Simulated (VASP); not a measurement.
# O (Fmmm) in VASP: further runs

Runs on O. Level: PBEsol. Tasks: single point.

Everything below comes from runs of VASP 6.6.1. Logs are shortened: lines on timing, memory, paths and dates and some standing lists are left out, and cuts for length are marked.

## (1) The cell of the first run

It takes space group Fmmm (No. 69, orthorhombic). The conventional cell has a = 3.243 Å, b = 3.254 Å, c = 9.291 Å, α = 90.00°, β = 90.00°, γ = 90.00°. Within 1.7 Å of O (site symmetry mm2) lie 1 O at 1.25 Å.

## (2) Single point, PBEsol (12.26 Å³/atom)

INCAR reads:

```
PREC     = Accurate       # precision mode
ENCUT    = 600            # plane-wave cutoff, eV
EDIFF    = 1E-6           # SCF threshold, eV
ISMEAR   = 0              # smearing method
SIGMA    = 0.15           # smearing width, eV
LREAL    = False          # projectors in reciprocal space
LASPH    = True           # aspherical terms in the spheres
NELM     = 120            # most SCF steps
ALGO     = Normal         # electronic algorithm
ISIF     = 2              # what is computed and relaxed
LWAVE    = False          # write WAVECAR
LCHARG   = True           # write CHGCAR
GGA      = PS             # functional
LELF     = True           # ELF
LVHAR    = True         
NBANDS   = 13             # bands
GGA_COMPAT= False
```

KPOINTS reads:

```
regular mesh
0
Gamma
  22 22 22
```

POSCAR reads:

```
O
1.0
    0.0000000000      1.6214667623      4.6453993658
    1.6270259531      0.0000000000      4.6453993658
    1.6270259531      1.6214667623      0.0000000000
O
2
Direct
    0.0675080576      0.0675080576      0.9324919424
    0.9324919424      0.9324919424      0.0675080576
```

Potentials or basis: VASP PAW PBE potentials, release 64 (O).

Started as:

```console
cat potpaw_PBE.64/O/POTCAR > POTCAR
mpirun -np 1 vasp_std > vasp.out
```

OUTCAR:

```text
PREC = Accurate
   ENCUT = 600
   EDIFF = 1E-6
   ISMEAR = 0
   LREAL = False
   LASPH = True
   NELM = 120
   ISIF = 2
   GGA = PS

 ion  position               nearest neighbor table
   1  0.068  0.068  0.932-   2 1.25
   2  0.932  0.932  0.068-   1 1.25

  LATTYP: Found a face centered orthorhombic cell.
 ALAT       =     3.2429335246
 B/A-ratio  =     1.0034284951
 C/A-ratio  =     2.8649365339

  Lattice vectors:

 A1 = (   1.6270259531,   0.0000000000,  -4.6453993658)
 A2 = (   0.0000000000,   1.6214667623,  -4.6453993658)
 A3 = (   1.6270259531,   1.6214667623,   0.0000000000)

Analysis of symmetry for initial positions (statically):
=====================================================================
 Subroutine PRICEL returns:
 Original cell was already a primitive cell.

 Routine SETGRP: Setting up the symmetry group for a
 face centered orthorhombic supercell.

 Subroutine GETGRP returns: Found  8 space group operations
 (whereof  8 operations were pure point group operations)
 out of a pool of  8 trial point group operations.

The static configuration has the point symmetry D_2h.

Analysis of symmetry for dynamics (positions and initial velocities):
=====================================================================
 Subroutine PRICEL returns:
 Original cell was already a primitive cell.

 Routine SETGRP: Setting up the symmetry group for a
 face centered orthorhombic supercell.

 Subroutine GETGRP returns: Found  8 space group operations
 (whereof  8 operations were pure point group operations)
 out of a pool of  8 trial point group operations.

The dynamic configuration has the point symmetry D_2h.

 Subroutine INISYM returns: Found  8 space group operations
 (whereof  8 operations are pure point group operations),
 and found     1 'primitive' translations

----------------------------------------------------------------------------------------

                                     Primitive cell

  volume of cell :      24.5107

  direct lattice vectors                    reciprocal lattice vectors
     0.000000000  1.621466762  4.645399366    -0.307309173  0.308362781  0.107633372
     1.627025953  0.000000000  4.645399366     0.307309173 -0.308362781  0.107633372
     1.627025953  1.621466762  0.000000000     0.307309173  0.308362781 -0.107633372

  length of vectors
     4.920253015  4.922087842  2.297034591     0.448454541  0.448454541  0.448454541

  position of ions in fractional coordinates (direct lattice)
     0.067508058  0.067508058  0.932491942
     0.932491942  0.932491942  0.067508058

  ion indices of the primitive-cell ions
   primitive index   ion index
                 1           1
                 2           2

----------------------------------------------------------------------------------------

 KPOINTS: regular mesh

Automatic generation of k-mesh.
 Grid dimensions read from file:
 generate k-points for:   22   22   22

 Generating k-lattice:

  Cartesian coordinates                     Fractional coordinates (reciprocal lattice)
    -0.013968599  0.014016490  0.004892426     0.045454545  0.000000000  0.000000000
     0.013968599 -0.014016490  0.004892426     0.000000000  0.045454545  0.000000000
     0.013968599  0.014016490 -0.004892426    -0.000000000 -0.000000000  0.045454545

  Length of vectors
     0.020384297  0.020384297  0.020384297

  Shift w.r.t. Gamma in fractional coordinates (k-lattice)
     0.000000000  0.000000000  0.000000000

 Subroutine IBZKPT returns following result:
 ===========================================

 Found   1530 irreducible k-points:

 Following reciprocal coordinates:
            Coordinates               Weight
  0.000000  0.000000  0.000000      1.000000
  0.045455  0.000000  0.000000      8.000000
  0.090909  0.000000  0.000000      8.000000
  0.136364  0.000000  0.000000      8.000000
  0.181818  0.000000  0.000000      8.000000
  0.227273  0.000000  0.000000      8.000000
[... 16 lines left out ...]
  0.500000  0.045455  0.000000      8.000000
 -0.454545  0.045455  0.000000      8.000000
 [... further k-points ...]
   k-points           NKPTS =   1530   k-points in BZ     NKDIM =   1530   number of bands    NBANDS=     13
   number of dos      NEDOS =    301   number of ions     NIONS =      2
   total plane-waves  NPLWV =  28800
   dimension x,y,z NGX =    40 NGY =   40 NGZ =   18
   dimension x,y,z NGXF=    80 NGYF=   80 NGZF=   36
   ions per type =               2
   NGX,Y,Z   is equivalent  to a cutoff of  13.52, 13.51, 13.03 a.u.
   NGXF,Y,Z  is equivalent  to a cutoff of  27.03, 27.02, 26.05 a.u.
 SYSTEM =  unknown system
   PREC   = accura    normal or accurate (medium, high low for compatibility)
   ISTART =      0    job   : 0-new  1-cont  2-samecut
   ICHARG =      2    charge: 1-file 2-atom 10-const
   ISPIN  =      1    spin polarized calculation?
   LNONCOLLINEAR =      F non collinear calculations
   LSORBIT =      F    spin-orbit coupling
   LASPH  =      T    aspherical Exc in radial PAW
   ENCUT  =  600.0 eV  44.10 Ry    6.64 a.u.   9.83  9.83  4.59*2*pi/ulx,y,z
   NELM   =    120;   NELMIN=  2; NELMDL= -5     # of ELM steps
   EDIFF  = 0.1E-05   stopping-criterion for ELM
   LREAL  =      F    real-space projection
   EDIFFG = 0.1E-04   stopping-criterion for IOM
   NSW    =      0    number of steps for IOM
   IBRION =     -1    ionic relax: 0-MD 1-quasi-New 2-CG
   NFREE  =      0    steps in history (QN), initial steepest desc. (CG)
   ISIF   =      2    stress and relaxation
   ISYM   =      2    0-nonsym 1-usesym 2-fastsym
   POTIM  = 0.5000    time-step for ionic-motion
   TEBEG  =    0.0;   TEEND  =   0.0 temperature during run
   PSTRESS=    0.0 pullay stress
   NELECT =      12.0000    total number of electrons
   NUPDOWN=      -1.0000    fix difference up-down
   EMIN   =  10.00;   EMAX   =-10.00  energy-range for DOS
   EFERMI =   0.00;   METHOD = LEGACY
   ISMEAR =     0;   SIGMA  =   0.15  broadening in eV -4-tet -1-fermi 0-gaus
   EFERMI_NEDOS =   21; number of points for ismear=-14 and -15
   IALGO  =     38    algorithm
   IMIX   =      4    mixing-type and parameters
     AMIX     =   0.40;   BMIX     =  1.00
     AMIX_MAG =   1.60;   BMIX_MAG =  1.00
  volume/ion in A,a.u.               =      12.26        82.70
  Fermi-wavevector in a.u.,A,eV,Ry     =   1.290278  2.438272 22.651224  1.664818
  Thomas-Fermi vector in A             =   2.422120
   LORBIT       =      0    0 simple, 1 ext, 2 COOP (PROOUT), +10 PAW based schemes
   GGA     = PS    functional components
   LHFCALC =     F    Hartree Fock is set to
   AEXX    =    0.0000 exact exchange contribution
   IVDW    =     0    specifies the selected vdW correction
   LEPSILON=     F    determine dielectric tensor
   LRPA    =     F    only Hartree local field effects (RPA)
 non-spin polarized calculation
 Gauss-broadening in eV      SIGMA  =   0.15
  energy-cutoff  :      600.00
  volume of cell :       24.51
 maximum number of plane-waves:       854
   NGX = 19   NGY = 19   NGZ =  9

 number of electron      12.0000005 magnetization

 Free energy of the ion-electron system (eV)
  ---------------------------------------------------
  ext. energy  EPLUGINS =         0.00000000
  ---------------------------------------------------
  free energy    TOTEN  =       -10.25091809 eV

  energy without entropy =      -10.24042762  energy(sigma->0) =      -10.24567285

 E-fermi :  -0.3322     XC(G=0):  -8.9248

 val. band max:       -0.3328829947   @ k =   0.5000   0.2727   0.1364
 cond. band min:      -0.3320506360   @ k =   0.4545  -0.3182   0.1364
 fundamental gap:      0.0008323587
 Fermi energy:        -0.3321557815

 k-point     1 :       0.0000    0.0000    0.0000
  band No.  band energies     occupation
      1     -27.0177      2.00000
      2     -15.5441      2.00000
      3      -8.4523      2.00000
      4      -4.4186      2.00000
      5      -4.4079      2.00000
      6       1.3546      0.00000
      7       1.3629      0.00000
      8       8.1153      0.00000
      9       8.1238      0.00000
     10      11.5586      0.00000
     11      16.5322      0.00000
     12      20.4527      0.00000
     13      27.1736      0.00000

 k-point     2 :       0.0455    0.0000    0.0000
  band No.  band energies     occupation
      1     -26.9985      2.00000
      2     -15.5210      2.00000
      3      -8.4387      2.00000
      4      -4.5262      2.00000
      5      -4.4029      2.00000
      6       1.2703      0.00000
      7       1.3667      0.00000
      8       7.9140      0.00000
      9       8.3799      0.00000
     10      11.6687      0.00000
     11      16.5835      0.00000
     12      20.5307      0.00000
     13      26.9684      0.00000

 k-point     3 :       0.0909    0.0000    0.0000
  band No.  band energies     occupation
      1     -26.9418      2.00000
      2     -15.4527      2.00000
      3      -8.4004      2.00000
      4      -4.8452      2.00000
      5      -4.3734      2.00000
      6       1.0150      0.00000
      7       1.3893      0.00000
      8       7.7672      0.00000
      9       8.6904      0.00000
     10      11.9828      0.00000
     11      16.7300      0.00000
     12      20.7484      0.00000
     13      26.3244      0.00000

 k-point     4 :       0.1364    0.0000    0.0000
  band No.  band energies     occupation
      1     -26.8509      2.00000
      2     -15.3424      2.00000
      3      -8.3456      2.00000
      4      -5.3190      2.00000
      5      -4.3265      2.00000
      6       0.6192      0.00000
      7       1.4251      0.00000
      8       7.6816      0.00000
      9       9.0455      0.00000
     10      12.4612      0.00000
     11      16.9504      0.00000
     12      21.0542      0.00000
     13      25.2967      0.00000

 k-point     5 :       0.1818    0.0000    0.0000
  band No.  band energies     occupation
      1     -26.7314      2.00000
      2     -15.1956      2.00000
      3      -8.2916      2.00000
      4      -5.8762      2.00000
      5      -4.2655      2.00000
      6       0.1212      0.00002
      7       1.4715      0.00000
      8       7.6578      0.00000
      9       9.4393      0.00000
     10      13.0566      0.00000
     11      17.2070      0.00000
     12      21.3502      0.00000
     13      24.0844      0.00000
[... 257 lines left out ...]
 k-point    22 :       0.4545    0.0455    0.0000
  band No.  band energies     occupation
      1     -26.0420      2.00000
      2     -14.3081      2.00000
      3      -9.2222      2.00000
      4      -7.1501      2.00000
      5      -3.9345      2.00000
      6      -2.3909      2.00000
      7       1.7211      0.00000
      8       8.0277      0.00000
      9      12.2734      0.00000
     10      15.0320      0.00000
     11      17.1240      0.00000
     12      20.4138      0.00000
     13      21.4001      0.00000

 k-point    23 :       0.5000    0.0455    0.0000
  band No.  band energies     occupation
      1     -25.9710      2.00000
      2     -14.2075      2.00000
      3      -9.4298      2.00000
      4      -7.1342      2.00000
      5      -3.9023      2.00000
      6      -2.6255      2.00000
      7       1.7448      0.00000
      8       8.1798      0.00000
      9      12.9363      0.00000
     10      14.1717      0.00000
     11      17.8143      0.00000
     12      19.7395      0.00000
     13      21.7145      0.00000

 k-point    24 :      -0.4545    0.0455    0.0000
  band No.  band energies     occupation
      1     -25.9464      2.00000
      2     -14.1704      2.00000
      3      -9.5032      2.00000
      4      -7.1304      2.00000
      5      -3.8911      2.00000
      6      -2.7062      2.00000
      7       1.7528      0.00000
      8       8.2773      0.00000
      9      13.2385      0.00000
     10      13.7588      0.00000
     11      18.3376      0.00000
     12      19.1991      0.00000
     13      22.0652      0.00000

 [... further k-points ...]

------------------------ aborting loop because EDIFF is reached ----------------------------------------

  FORCE on cell =-STRESS in cart. coord.  units (eV):
  Direction    XX          YY          ZZ          XY          YZ          ZX
  --------------------------------------------------------------------------------------
  -------------------------------------------------------------------------------------
  Total        0.4978027      0.4999397     -2.7991255     -0.0000000      0.0000000      0.0000000
  in kB       32.5396015     32.6792912   -182.9689382     -0.0000000      0.0000000      0.0000000
  external PRESSURE =     -39.2500152 kB  Pullay stress =       0.0000000 kB

 VOLUME and BASIS-vectors are now :
 -----------------------------------------------------------------------------
  energy-cutoff  :      600.00
  volume of cell :       24.51
      direct lattice vectors                 reciprocal lattice vectors
     0.000000000  1.621466762  4.645399366    -0.307309173  0.308362781  0.107633372
     1.627025953  0.000000000  4.645399366     0.307309173 -0.308362781  0.107633372
     1.627025953  1.621466762  0.000000000     0.307309173  0.308362781 -0.107633372

 POSITION                                       TOTAL-FORCE (eV/Angst)
 -----------------------------------------------------------------------------------
      1.62703      1.62147      0.62720         0.000000      0.000000     -2.157266
      1.62703      1.62147      8.66359         0.000000      0.000000      2.157266
 -----------------------------------------------------------------------------------
    total drift:                                0.000000      0.000000      0.000000

  FREE ENERGIE OF THE ION-ELECTRON SYSTEM (eV)
  ---------------------------------------------------
  free  energy   TOTEN  =       -10.2509180914 eV

  energy  without entropy=      -10.2404276182  energy(sigma->0) =      -10.24567285
```

Run time: 4.5 min. Hardware: 1 thread of AMD EPYC 9R45 (Zen 5), shared host; peak memory 0.51 GiB.

Results:

| Item | Value |
| --- | --- |
| Free energy | -10.2509 eV |
| Pressure | -3.9 GPa |
| Largest force | 2.157 eV/Å |
| Band gap on the k mesh | zero (bands 6 and 7 overlap by 2.99 eV) |

Forces on the atoms (eV/Å):
```
O    0.000  0.000 -2.157
O    0.000  0.000  2.157
```

Caveat: the standard files for N, O and F lose accuracy on very short bonds; spin is off for a triplet molecule; the stress differs along the axes, from -18 to 3 GPa; this functional lacks dispersion, which holds the molecules together, so the pressure and a relaxed volume are unreliable; the PAW data sets were made with another functional, which shifts forces and pressure a little.

(Part 1 of 2 ends here.)
